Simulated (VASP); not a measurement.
SiO2:

```
Si O
1.0
    -2.83790    2.83790    5.66021
     2.83790   -2.83790    5.66021
     2.83790    2.83790   -5.66021
Si O
4 8
Cartesian
  0.7868 4.2568 1.4151
  4.2568 0.7868 -1.4151
  -1.4189 2.0511 4.2452
  2.0511 -1.4189 7.0753
  0.0000 2.8379 1.5138
  4.0745 1.2366 2.8301
  1.6013 -1.2366 2.8301
  0.0000 0.0000 1.3163
  0.0000 0.0000 10.0042
  0.0000 2.8379 4.1464
  1.2366 -1.2366 5.6602
  -1.2366 1.2366 5.6602
```

Base run:

| Item | Value |
| --- | --- |
| Program | VASP 6.6.1 |
| Functional | PBE |
| Potentials or basis | VASP PAW PBE potentials, release 64 (Si, O) |
| Cutoff | 520 eV |
| k mesh | 7 × 7 × 7 |
| Occupations | fermi-dirac, width 0.05 eV |
| Spin | no spin polarisation |

Its results: band gap on the k mesh 4.84 eV; pressure 0.1 GPa; largest force 0.010 eV/Å.

The run is repeated on the same cell with these changes: further incar settings from ALGO = Normal; EDIFF = 1e-06; NBANDS = 44 to ALGO = Normal; EDIFF = 1e-07; NBANDS = 44; dispersion from none to D3(BJ). What comes out?

Band gap on the k mesh 4.84 eV; pressure -1.2 GPa; largest force 0.007 eV/Å.

Caveats: three body term missing (at least some runs).

A k mesh can miss the band edges.
